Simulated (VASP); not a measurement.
# Hg (P6_3/mmc) in VASP: notebook, part 2 of 2

VASP 6.6.1.

### 3 Relaxation of cell and atoms, LDA

This run uses another cell than the first one, of 23.39 Å³/atom.

INCAR

```
SYSTEM = Hg
  ALGO = Normal
  EDIFF = 1E-7
  EDIFFG = -0.03
  ENCUT = 550
  GGA_COMPAT = .False.
  IBRION = 2
  ISIF = 3
  ISMEAR = -1
  LASPH = .True.
  LCHARG = .False.
  LREAL = .False.
  LWAVE = .False.
  NELM = 120
  NELMIN = 4
  NSW = 50
  PREC = Accurate
  SIGMA = 0.1
```

KPOINTS

```
k-points
0
Gamma
  7 7 4
  0 0 0
```

POSCAR

```
Hg
1.0
    3.2100000000      0.0000000000      0.0000000000
   -1.6050000000      2.7799415461      0.0000000000
    0.0000000000      0.0000000000      5.2419300000
Hg
2
Direct
    0.3333333333      0.6666666667      0.2500000000
    0.6666666667      0.3333333333      0.7500000000
```

Potentials or basis: VASP PAW LDA potentials, release 64 (Hg_sv_GW).

Started as:

```console
$ cat potpaw_LDA.64/Hg_sv_GW/POTCAR > POTCAR
$ mpirun -np 1 vasp_std > vasp.out
```

OUTCAR:

```text
SYSTEM = Hg
   EDIFF = 1E-7
   EDIFFG = -0.03
   ENCUT = 550
   IBRION = 2
   ISIF = 3
   ISMEAR = -1
   LASPH = .True.
   LREAL = .False.
   NELM = 120
   NELMIN = 4
   NSW = 50
   PREC = Accurate

 ion  position               nearest neighbor table
   1  0.333  0.667  0.250-   2 3.21   2 3.21   2 3.21   2 3.21   2 3.21   2 3.21
   2  0.667  0.333  0.750-   1 3.21   1 3.21   1 3.21   1 3.21   1 3.21   1 3.21

  LATTYP: Found a hexagonal cell.
 ALAT       =     3.2100000000
 C/A-ratio  =     1.6330000000

  Lattice vectors:

 A1 = (   3.2100000000,   0.0000000000,   0.0000000000)
 A2 = (  -1.6050000000,   2.7799415461,   0.0000000000)
 A3 = (   0.0000000000,   0.0000000000,   5.2419300000)

Analysis of symmetry for initial positions (statically):
=====================================================================
 Subroutine PRICEL returns:
 Original cell was already a primitive cell.

 Routine SETGRP: Setting up the symmetry group for a
[... 176 lines left out ...]
 fundamental gap:      0.0899682408
 Fermi energy:         5.5886859853

 k-point     1 :       0.0000    0.0000    0.0000
  band No.  band energies     occupation
      1    -108.6261      2.00000
      2    -108.6249      2.00000
      3     -57.2529      2.00000
      4     -57.2253      2.00000
      5     -57.2253      2.00000
      6     -57.2190      2.00000
[... 852 lines left out ...]
--------------------------------------- Ionic step        7  -------------------------------------------

 number of electron      39.9999986 magnetization

 Free energy of the ion-electron system (eV)
  ---------------------------------------------------
  ext. energy  EPLUGINS =         0.00000000
  ---------------------------------------------------
  free energy    TOTEN  =        -1.92336110 eV

  energy without entropy =       -1.89457932  energy(sigma->0) =       -1.90897021

 E-fermi :   6.5684     XC(G=0): -12.1441

 val. band max:        6.3817074580   @ k =   0.4286   0.0000   0.0000
 cond. band min:       6.6015919119   @ k =   0.4286   0.1429   0.5000
 fundamental gap:      0.2198844539
 Fermi energy:         6.5684295917

 k-point     1 :       0.0000    0.0000    0.0000
  band No.  band energies     occupation
      1    -108.0687      2.00000
      2    -108.0676      2.00000
      3     -56.6938      2.00000
      4     -56.6580      2.00000
      5     -56.6559      2.00000
      6     -56.6559      2.00000
[... 666 lines left out ...]
  FREE ENERGIE OF THE ION-ELECTRON SYSTEM (eV)
  ---------------------------------------------------
  free  energy   TOTEN  =        -1.9233610990 eV

  energy  without entropy=       -1.8945793202  energy(sigma->0) =       -1.90897021

 reached required accuracy - stopping structural energy minimisation
```

OSZICAR:

```text
N       E                     dE             d eps       ncg     rms          rms(c)
DAV:   1     0.908415683777E+03    0.90842E+03   -0.27431E+04  1280   0.238E+03
DAV:   2     0.997536237589E+02   -0.80866E+03   -0.78665E+03  1152   0.103E+03
[... 66 lines left out ...]
DAV:   4    -0.192430404129E+01   -0.35806E-02   -0.34465E-02  1456   0.251E+00    0.500E-01
DAV:   5    -0.192349078415E+01    0.81326E-03   -0.24391E-03  1712   0.666E-01    0.103E-01
DAV:   6    -0.192336069237E+01    0.13009E-03   -0.50953E-04  1832   0.316E-01    0.498E-02
DAV:   7    -0.192336120973E+01   -0.51736E-06   -0.25202E-05  1448   0.671E-02    0.171E-02
DAV:   8    -0.192336112116E+01    0.88567E-07   -0.10247E-06  1648   0.141E-02    0.427E-03
DAV:   9    -0.192336109898E+01    0.22179E-07   -0.72629E-08   792   0.583E-03
   7 F= -.19233611E+01 E0= -.19089702E+01  d E =-.108348E-01
```

CONTCAR:

```text
Hg
   1.00000000000000
     3.0572315359246374   -0.0000000000000000    0.0000000000000000
    -1.5286157679623187    2.6476401753203129   -0.0000000000000000
    -0.0000000000000002   -0.0000000000000000    5.4291272711478085
  Hg
     2
Direct
     0.3333333332999970    0.6666666667000030    0.2500000000000000
     0.6666666667000030    0.3333333332999970    0.7500000000000000

  0.00000000E+00  0.00000000E+00  0.00000000E+00
  0.00000000E+00  0.00000000E+00  0.00000000E+00
```

It took 80 s on 1 thread of Intel Xeon 6975P-C (Granite Rapids), shared host; peak memory 0.18 GiB.

What came out:

| Quantity | Value |
| --- | --- |
| Free energy | -1.9234 eV |
| Relaxed volume | 21.97 Å³/atom |
| Relaxed cell | a = 3.057 Å, b = 3.057 Å, c = 5.429 Å, α = 90.00°, β = 90.00°, γ = 120.00° |
| Space group after relaxing (to 0.1 Å) | P6_3/mmc (No. 194) |
| Energy gained by relaxing | 19.5 meV/atom |
| Ionic steps | 7 |
| Pressure after relaxing | -0.1 GPa |
| Band gap on the k mesh | zero (bands 20 and 21 overlap by 2.56 eV) |

Step by step:
```csv
step,energy change (eV),largest force (eV/Å),pressure (GPa),volume (Å³)
1,0.0000,0.0000,-2.61,46.78
2,-0.0272,0.0000,-0.54,44.24
3,-0.0281,0.0000,0.03,43.74
4,-0.0284,0.0000,0.01,43.76
5,-0.0294,0.0000,0.03,43.79
6,-0.0320,0.0000,0.08,43.86
7,-0.0389,0.0000,-0.08,43.95
```

Final structure:
```xyz
2
Lattice="3.0572 0.0000 0.0000 -1.5286 2.6476 0.0000 0.0000 0.0000 5.4291" Properties=species:S:1:pos:R:3 pbc="T T T"
Hg    0.0000    1.7651    1.3573
Hg    1.5286    0.8825    4.0718
```

Caveat: spin-orbit coupling is left out, which moves the levels of the heavy elements.

### 4 Single point, LDA

This run uses another cell than the first one, of 18.08 Å³/atom.

INCAR

```
SYSTEM = Hg
ALGO = Normal
EDIFF = 1E-6
ENCUT = 550
GGA_COMPAT = .False.
ISIF = 2
ISMEAR = -1
LASPH = .True.
LCHARG = .False.
LREAL = .False.
LWAVE = .False.
NBANDS = 27
NELM = 120
PREC = Accurate
SIGMA = 0.1
```

KPOINTS is that of step 3.

POSCAR

```
Hg
1.0
    2.8705903825      0.0000000000      0.0000000000
   -1.4352951913      2.4860041951      0.0000000000
    0.0000000000      0.0000000000      5.0672465720
Hg
2
Direct
    0.3333333333      0.6666666667      0.2500000000
    0.6666666667      0.3333333333      0.7500000000
```

Started as:

```console
$ cat potpaw_LDA.64/Hg_sv_GW/POTCAR > POTCAR
$ mpirun -np 1 vasp_std > vasp.out
```

Wall time 12 s (1 thread of AMD EPYC 9R45 (Zen 5), shared host); peak memory 0.13 GiB.

It converged, with:

```
Free energy            : -1.5298 eV
Pressure               : 20.3 GPa
Band gap on the k mesh : zero (bands 20 and 21 overlap by 2.69 eV)
```

Stress tensor (GPa, compression positive):
```
20.31  0.00  0.00
 0.00 20.31  0.00
 0.00  0.00 20.20
```

Levels at points of the mesh, in eV from the Fermi level:
```csv
k point,band 16,band 17,band 18,band 19,band 20,band 21,band 22,band 23,band 24,band 25
"(0.00, 0.00, 0.00)",-7.54,-7.54,-6.70,-6.70,-3.84,-2.28,12.26,12.70,14.38,15.58
"(0.00, 0.00, 0.50)",-8.41,-7.02,-7.02,-7.02,-7.02,5.84,5.84,12.94,12.94,16.06
```

Caveat: the k points lie up to 0.36 Å⁻¹ apart, too coarse for converged energies and pressures of a metal; spin-orbit coupling is left out, which moves the levels of the heavy elements.

### 5 Overview

| task | cell | gap on the mesh (eV) | pressure (GPa) |
| --- | --- | --- | --- |
| single point | a = 2.757, b = 2.757, c = 4.713 Å, angles 90.0, 90.0, 120.0°, 2 atoms | none | 60.8 |
| relaxation of cell and atoms | relaxed from a = 3.210, b = 3.210, c = 5.242 Å, angles 90.0, 90.0, 120.0°, 2 atoms | none | -0.1 |
| single point | a = 2.871, b = 2.871, c = 5.067 Å, angles 90.0, 90.0, 120.0°, 2 atoms | none | 20.3 |

Alike in all rows: level LDA; potentials or basis VASP PAW LDA potentials, release 64 (Hg_sv_GW); no spin polarisation; k mesh 7 × 7 × 4; cutoff (eV) 550; smearing fermi-dirac 0.1 eV.

Caveats: some runs use coarse meshes; spin-orbit coupling is left out, which moves the levels of the heavy elements.

Absolute energies hang on the potentials; compare differences alone.

The gap in the log of VASP goes by the Fermi energy; the results here count the filled bands.